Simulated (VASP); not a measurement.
A run of VASP 6.6.1 is set up as follows.

Contents of INCAR:

```
  PREC = Accurate
  ENCUT = 520
  EDIFF = 1E-6
  ISMEAR = 0
  SIGMA = 0.1
  LREAL = F
  LASPH = T
  NELM = 100
  ALGO = Fast
  ISIF = 2
  LWAVE = F
  LCHARG = T
  GGA = PS
  LELF = T
  LVHAR = T
  NBANDS = 33
```

File KPOINTS:

```
regular mesh
0
Gamma
  12 12 8
```

Contents of POSCAR:

```
SiNi2
1.0
    3.7227747679      0.0000000000      0.0000000000
   -1.8613873839      3.2240175216      0.0000000000
    0.0000000000      0.0000000000      4.6722393293
Si Ni
2 4
Direct
    0.3333333333      0.6666666667      0.7500000000
    0.6666666667      0.3333333333      0.2500000000
    0.0000000000      0.0000000000      0.0000000000
    0.0000000000      0.0000000000      0.5000000000
    0.3333333333      0.6666666667      0.2500000000
    0.6666666667      0.3333333333      0.7500000000
```

Potentials or basis: VASP PAW PBE potentials, release 64 (Si, Ni).

Launch:

```sh
$ cat potpaw_PBE.64/Si/POTCAR potpaw_PBE.64/Ni/POTCAR > POTCAR
$ mpirun -np 1 vasp_std > vasp.out
```

Task: Predict the pressure.

Result: 39.3 GPa.

Task: Predict the band gap on the k mesh.

Result: Zero (bands 24 and 25 overlap by 3.92 eV).

Stress tensor (GPa, compression positive):
```
39.44  0.00  0.00
 0.00 39.44  0.00
 0.00  0.00 39.15
```

Caveat: the cell stands under pressure; the PAW data sets were made with another functional, which shifts forces and pressure a little. Spin polarisation is off, so any magnetic state and its effect on volume and gap are missing.
